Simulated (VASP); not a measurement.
A run of VASP 6.6.1 is set up as follows.

The input INCAR:

```
SYSTEM = Ge
PREC = Accurate
ENCUT = 520
EDIFF = 1E-6
ISMEAR = 0
SIGMA = 0.15
LREAL = .False.
LASPH = .True.
NELM = 100
ALGO = Normal
ISIF = 2
LWAVE = .False.
LCHARG = .False.
GGA = PE
NBANDS = 36
```

The input KPOINTS:

```
Automatic mesh
0
Gamma
  12 12 8
  0 0 0
```

POSCAR

```
Ge
1.0
    3.9972843571      0.0000000000      0.0000000000
   -1.9986421786      3.4617497994      0.0000000000
    0.0000000000      0.0000000000      6.4917523466
Ge
4
Direct
    0.6666666667      0.3333333333      0.0627911807
    0.3333333333      0.6666666667      0.5627911807
    0.6666666667      0.3333333333      0.4372088193
    0.3333333333      0.6666666667      0.9372088193
```

Potentials or basis: VASP PAW PBE potentials, release 64 (Ge_d).

Launch:

```sh
$ cat potpaw_PBE.64/Ge_d/POTCAR > POTCAR
$ mpirun -np 1 vasp_std > vasp.out
```

Predict the band gap on the k mesh.

zero (bands 28 and 29 overlap by 0.12 eV).

Estimate the pressure.

4.1 GPa.

What does it give for the largest force?

0.152 eV/Å.

Forces on the atoms (eV/Å):
```
Ge   0.000  0.000 -0.152
Ge   0.000  0.000 -0.152
Ge   0.000  0.000  0.152
Ge   0.000  0.000  0.152
```

Caveat: the cell differs from its parent crystal (strain -0.015 along x and y, -0.030 along z); the cell stands under pressure; semilocal functionals underestimate gaps, and a narrow one can read as zero.
